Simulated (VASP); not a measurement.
## Ti: single point with PBEsol

The system is Ti.

```
CELL_PARAMETERS angstrom
-1.57235 1.57235 1.57235
1.57235 -1.57235 1.57235
1.57235 1.57235 -1.57235
ATOMIC_POSITIONS crystal
Ti 0.00000 0.00000 0.00000
```

This cell differs from its parent crystal: volume scaled by 0.94.

```json
{"Program": "VASP 6.6.1", "Task": "single point", "Functional": "PBEsol", "Potentials or basis": "VASP PAW PBE potentials, release 64 (Ti_sv)", "Cutoff": "520 eV", "k mesh": "18 × 18 × 18", "Occupations": "gaussian, width 0.1 eV", "Spin": "no spin polarisation", "Dipole correction": "no", "Further INCAR settings": "ALGO = Normal; EDIFF = 1e-06; NBANDS = 12"}
```

```
Pressure               : 7.3 GPa
Band gap on the k mesh : zero (band 6 reaches 10.23 eV, above the bottom of band 7 at 8.53 eV)
```

Levels at points of the mesh, in eV from the Fermi level:
| k point | band 3 | band 4 | band 5 | band 6 | band 7 | band 8 | band 9 | band 10 |
| --- | --- | --- | --- | --- | --- | --- | --- | --- |
| (0.00, 0.00, 0.00) | -31.88 | -31.88 | -6.17 | 1.08 | 1.08 | 1.08 | 3.11 | 3.11 |
| (0.50, 0.00, 0.00) | -32.18 | -31.89 | -2.74 | -0.53 | 1.54 | 3.12 | 3.52 | 4.93 |
| (0.50, 0.50, 0.50) | -32.54 | -32.54 | -2.50 | -2.50 | 4.51 | 4.51 | 4.51 | 9.31 |

Wall time 20 s on 1 thread of Intel Xeon 6975P-C, on a shared host, peak memory 0.15 GiB.

Caveat: the PAW data sets were made with another functional, which shifts forces and pressure a little.
